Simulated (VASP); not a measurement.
A run of VASP 6.6.1 is set up as follows.

File INCAR:

```
SYSTEM = TiAl
ALGO     = Fast           ! electronic algorithm
EDIFF    = 1E-7           ! SCF threshold, eV
ENCUT    = 520            ! plane-wave cutoff, eV
GGA      = PS             ! functional
ISIF     = 2              ! what is computed and relaxed
ISMEAR   = 0              ! smearing method
LASPH    = .True.         ! aspherical terms in the spheres
LCHARG   = .False.        ! write CHGCAR
LREAL    = .False.        ! projectors in reciprocal space
LWAVE    = .False.        ! write WAVECAR
NBANDS   = 14             ! bands
NELM     = 80             ! most SCF steps
PREC     = Accurate       ! precision mode
SIGMA    = 0.15           ! smearing width, eV
```

The input KPOINTS:

```
k-points
0
Gamma
  16 16 16
  0 0 0
```

The input POSCAR:

```
TiAl
1.0
    3.4333891200      0.0000000000      0.0000000000
    0.0000000000      3.4333891200      0.0000000000
    0.0000000000      0.0000000000      3.3062265600
Ti Al
1 1
Direct
    0.0000000000      0.0000000000      0.0000000000
    0.5000000000      0.5000000000      0.5000000000
```

Potentials or basis: VASP PAW PBE potentials, release 64 (Ti_sv, Al).

The run is started by

```console
$ cat potpaw_PBE.64/Ti_sv/POTCAR potpaw_PBE.64/Al/POTCAR > POTCAR
$ mpirun -np 1 vasp_std > vasp.out
```

Q: What does it give for the band gap on the k mesh?

A: Zero (an odd number of electrons rules out a gap without spin polarisation).

Q: What does it give for the pressure?

A: -16.3 GPa.

Stress tensor (GPa, compression positive):
```
-15.78   0.00   0.00
  0.00 -15.78   0.00
  0.00   0.00 -17.32
```

Caveat: the cell differs from its parent crystal (strain +0.080 along x and y, +0.040 along z); the cell stands under tension; the PAW data sets were made with another functional, which shifts forces and pressure a little.
